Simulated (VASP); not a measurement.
## Ti: single point with PBEsol

The system is Ti.

```xyz
1
Lattice="0.0000 2.0300 2.0300 2.0300 0.0000 2.0300 2.0300 2.0300 0.0000" Properties=species:S:1:pos:R:3 pbc="T T T"
Ti    0.0000    0.0000    0.0000
```

| Item | Value |
| --- | --- |
| Program | VASP 6.6.1 |
| Task | single point |
| Functional | PBEsol |
| Potentials or basis | VASP PAW PBE potentials, release 64 (Ti_sv) |
| Cutoff | 520 eV |
| k mesh | 11 × 11 × 11 |
| Occupations | gaussian, width 0.02 eV |
| Spin | no spin polarisation |
| Dipole correction | no |
| Further INCAR settings | ALGO = Fast; EDIFF = 1e-06; NBANDS = 12 |

The pressure is -1.2 GPa and the band gap on the k mesh is zero (band 6 reaches 9.41 eV, above the bottom of band 7 at 8.22 eV).

Levels at points of the mesh, in eV from the Fermi level:
```tsv
k point	band 4	band 5	band 6	band 7	band 8	band 9
(0.00, 0.00, 0.00)	-32.28	-6.17	0.93	0.93	0.93	2.64
```

Wall time 19 s on 1 thread of AMD EPYC 9R45 96-Core Processor (Zen 5), on a shared host, peak memory 0.11 GiB.

Caveat: the PAW data sets were made with another functional, which shifts forces and pressure a little.
